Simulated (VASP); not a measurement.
# Be (Im-3m) in VASP: notebook, part 2 of 2

VASP 6.6.1.

## (3) Electric field gradients, b88 exchange, pbe correlation

The input, INCAR:

```
  PREC = Accurate
  ENCUT = 520
  EDIFF = 1E-8
  ISMEAR = 0
  SIGMA = 0.05
  LREAL = False
  LASPH = True
  NELM = 120
  ALGO = Normal
  ISIF = 2
  LWAVE = False
  LCHARG = False
  GGA = LIBXC
  LIBXC1 = GGA_X_B88
  LIBXC2 = GGA_C_PBE
  LEFG = True
  NBANDS = 7
  GGA_COMPAT = False
```

The input, KPOINTS:

```
regular mesh
0
Gamma
  15 15 15
```

The input, POSCAR:

```
Be
1.0
   -1.2531209513      1.2531209513      1.2531209513
    1.2531209513     -1.2531209513      1.2531209513
    1.2531209513      1.2531209513     -1.2531209513
Be
1
Direct
    0.0000000000      0.0000000000      0.0000000000
```

Potentials or basis: VASP PAW PBE potentials, release 64 (Be).

Started as:

```bash
$ cat potpaw_PBE.64/Be/POTCAR > POTCAR
$ mpirun -np 1 vasp_std > vasp.out
```

OUTCAR:

```text
PREC = Accurate
   ENCUT = 520
   EDIFF = 1E-8
   ISMEAR = 0
   LREAL = False
   LASPH = True
   NELM = 120
   ISIF = 2
   GGA = LIBXC

 ion  position               nearest neighbor table
   1  0.000  0.000  0.000-

  LATTYP: Found a body centered cubic cell.
 ALAT       =     2.5062419026

  Lattice vectors:

 A1 = (  -1.2531209513,   1.2531209513,   1.2531209513)
 A2 = (   1.2531209513,  -1.2531209513,   1.2531209513)
 A3 = (   1.2531209513,   1.2531209513,  -1.2531209513)

Analysis of symmetry for initial positions (statically):
=====================================================================
 Subroutine PRICEL returns:
 Original cell was already a primitive cell.

 Routine SETGRP: Setting up the symmetry group for a
 body centered cubic supercell.

 Subroutine GETGRP returns: Found 48 space group operations
 (whereof 48 operations were pure point group operations)
 out of a pool of 48 trial point group operations.

The static configuration has the point symmetry O_h .

Analysis of symmetry for dynamics (positions and initial velocities):
=====================================================================
 Subroutine PRICEL returns:
 Original cell was already a primitive cell.

 Routine SETGRP: Setting up the symmetry group for a
 body centered cubic supercell.

 Subroutine GETGRP returns: Found 48 space group operations
 (whereof 48 operations were pure point group operations)
 out of a pool of 48 trial point group operations.

The dynamic configuration has the point symmetry O_h .

 Subroutine INISYM returns: Found 48 space group operations
[... 150 lines left out ...]
 k-point     1 :       0.0000    0.0000    0.0000
  band No.  band energies     occupation
      1      -4.3026      2.00000
      2      27.3627      0.00000
      3      27.3627      0.00000
      4      27.3627      0.00000
      5      38.6198      0.00000
      6      38.6198      0.00000
      7      38.6198      0.00000
[... 221 lines left out ...]
 k-point    24 :       0.4000    0.2000   -0.0000
  band No.  band energies     occupation
      1       4.1387      2.00000
      2       8.3058      0.00000
      3      15.5484      0.00000
      4      21.2158      0.00000
      5      34.5476      0.00000
      6      36.7951      0.00000
      7      41.8597      0.00000

 [... further k-points ...]

------------------------ aborting loop because EDIFF is reached ----------------------------------------

  FORCE on cell =-STRESS in cart. coord.  units (eV):
  Direction    XX          YY          ZZ          XY          YZ          ZX
  --------------------------------------------------------------------------------------
  -------------------------------------------------------------------------------------
  Total        0.0242569      0.0242569      0.0242569     -0.0000000      0.0000000      0.0000000
  in kB        4.9375000      4.9375000      4.9375000     -0.0000000      0.0000000      0.0000000
  external PRESSURE =       4.9375000 kB  Pullay stress =       0.0000000 kB

 VOLUME and BASIS-vectors are now :
 -----------------------------------------------------------------------------
  energy-cutoff  :      520.00
  volume of cell :        7.87
      direct lattice vectors                 reciprocal lattice vectors
    -1.253120951  1.253120951  1.253120951     0.000000000  0.399003783  0.399003783
     1.253120951 -1.253120951  1.253120951     0.399003783  0.000000000  0.399003783
     1.253120951  1.253120951 -1.253120951     0.399003783  0.399003783  0.000000000

 POSITION                                       TOTAL-FORCE (eV/Angst)
 -----------------------------------------------------------------------------------
      0.00000      0.00000      0.00000         0.000000      0.000000      0.000000
 -----------------------------------------------------------------------------------
    total drift:                                0.000000     -0.000000     -0.000000

  FREE ENERGIE OF THE ION-ELECTRON SYSTEM (eV)
  ---------------------------------------------------
  free  energy   TOTEN  =        -3.5402593324 eV

  energy  without entropy=       -3.5400680779  energy(sigma->0) =       -3.54016371

 Electric field gradients (V/A^2)
---------------------------------------------------------------------
 ion       V_xx      V_yy      V_zz      V_xy      V_xz      V_yz
---------------------------------------------------------------------
   1       0.000    -0.000    -0.000    -0.000    -0.000    -0.000
---------------------------------------------------------------------

 Electric field gradients after diagonalization (V/A^2)
 (convention: |V_zz| > |V_xx| > |V_yy|)
----------------------------------------------------------------------
 ion       V_xx      V_yy      V_zz     asymmetry (V_yy - V_xx)/ V_zz
----------------------------------------------------------------------
   1       0.000     0.000    -0.000       0.000
----------------------------------------------------------------------

           NMR quadrupolar parameters

 Cq : quadrupolar parameter    Cq=e*Q*V_zz/h
 eta: asymmetry parameters     (V_yy - V_xx)/ V_zz
 Q  : nuclear electric quadrupole moment in mb (millibarn)
----------------------------------------------------------------------
 ion       Cq(MHz)       eta       Q (mb)
----------------------------------------------------------------------
   1      -0.000       0.000       1.000
----------------------------------------------------------------------
```

OSZICAR:

```text
N       E                     dE             d eps       ncg     rms          rms(c)
DAV:   1    -0.231423799370E+01   -0.23142E+01   -0.11441E+03  1827   0.237E+02
DAV:   2    -0.354538823375E+01   -0.12312E+01   -0.11763E+01  2324   0.253E+01
DAV:   3    -0.354757656525E+01   -0.21883E-02   -0.21868E-02  1925   0.928E-01
DAV:   4    -0.354757692446E+01   -0.35922E-06   -0.35846E-06  2492   0.117E-02
DAV:   5    -0.354757692456E+01   -0.94403E-10   -0.27437E-10  2002   0.560E-05    0.803E-01
DAV:   6    -0.354242905282E+01    0.51479E-02   -0.50782E-04  1806   0.259E-01    0.489E-01
DAV:   7    -0.354026270856E+01    0.21663E-02   -0.66968E-04  1743   0.283E-01    0.165E-02
DAV:   8    -0.354025850540E+01    0.42032E-05   -0.12603E-06  2135   0.114E-02    0.274E-03
DAV:   9    -0.354025947097E+01   -0.96557E-06   -0.12142E-07  2093   0.273E-03    0.198E-04
DAV:  10    -0.354025941610E+01    0.54867E-07   -0.18035E-10  1757   0.126E-04    0.126E-04
DAV:  11    -0.354025933234E+01    0.83762E-07   -0.42128E-10  1036   0.177E-04    0.279E-06
DAV:  12    -0.354025933243E+01   -0.86573E-10   -0.10595E-11   910   0.275E-05
   1 F= -.35402593E+01 E0= -.35401637E+01  d E =-.191254E-03
```

stdout:

```text
POSCAR found type information on POSCAR Be
 POSCAR found :  1 types and       1 ions
 scaLAPACK will be used
 -----------------------------------------------------------------------------
|                                                                             |
|                                                                             |
|     You enforced a specific xc type in the INCAR file but a different       |
|     I HOPE YOU KNOW WHAT YOU ARE DOING!                                     |
|                                                                             |
 -----------------------------------------------------------------------------

 LDA part: xc-table for (None,None), standard interpolation
 POSCAR, INCAR and KPOINTS ok, starting setup
 FFT: planning ... GRIDC
 FFT: planning ... GRID_SOFT
 FFT: planning ... GRID
 WAVECAR not read
 entering main loop
ion   1
```

Wall time 14 s (1 thread of AMD EPYC 7R43 (Zen 3), shared host); peak memory 0.08 GiB.

What came out:

```
Free energy                             : -3.5403 eV
Pressure                                : 0.5 GPa
Band gap on the k mesh                  : zero (bands 1 and 2 overlap by 4.42 eV)
Largest electric field gradient by atom : zero within the noise of the run
```

Caveat: the PAW data sets were made with another functional, which shifts forces and pressure a little.
